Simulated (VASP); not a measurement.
Write the native input for VASP 6.6.1 that does the following.

- Task: single point
- Functional: PBE
- Potentials or basis: VASP PAW PBE potentials, release 64 (As)
- Cutoff: 500 eV
- k mesh: 6 × 6 × 6
- Occupations: methfessel-paxton, width 0.05 eV
- Spin: no spin polarisation
- Dipole correction: no
- Further INCAR settings: ALGO = Normal; EDIFF = 1e-06; NBANDS = 12

The structure of As lies in POSCAR:

```
As
1.0
    4.1310000000      0.0000000000      0.0000000000
    2.4183895066      3.3491122995      0.0000000000
    2.4183895066      1.2366737439      3.1124252996
As
2
Direct
    0.7740000000      0.7740000000      0.7740000000
    0.2260000000      0.2260000000      0.2260000000
```

One way to write it, as run:

INCAR

```
PREC = Accurate
ENCUT = 500
EDIFF = 1E-6
ISMEAR = 1
SIGMA = 0.05
LREAL = F
LASPH = T
NELM = 120
ALGO = Normal
ISIF = 2
LWAVE = F
LCHARG = F
GGA = PE
NBANDS = 12
GGA_COMPAT = F
```

KPOINTS

```
Automatic mesh
0
Gamma
  6 6 6
```

Potentials or basis: VASP PAW PBE potentials, release 64 (As).

Run with:

```console
$ cat potpaw_PBE.64/As/POTCAR > POTCAR
$ mpirun -np 1 vasp_std > vasp.out
```

It gave:

| Quantity | Value |
| --- | --- |
| Pressure | 3.9 GPa |
| Largest force | 0.386 eV/Å |
| Band gap on the k mesh | zero (band 5 reaches 5.48 eV, above the bottom of band 6 at 5.15 eV) |

It took 25 s on 1 thread of Intel Xeon 8259CL, on a shared host, peak memory 0.16 GiB.
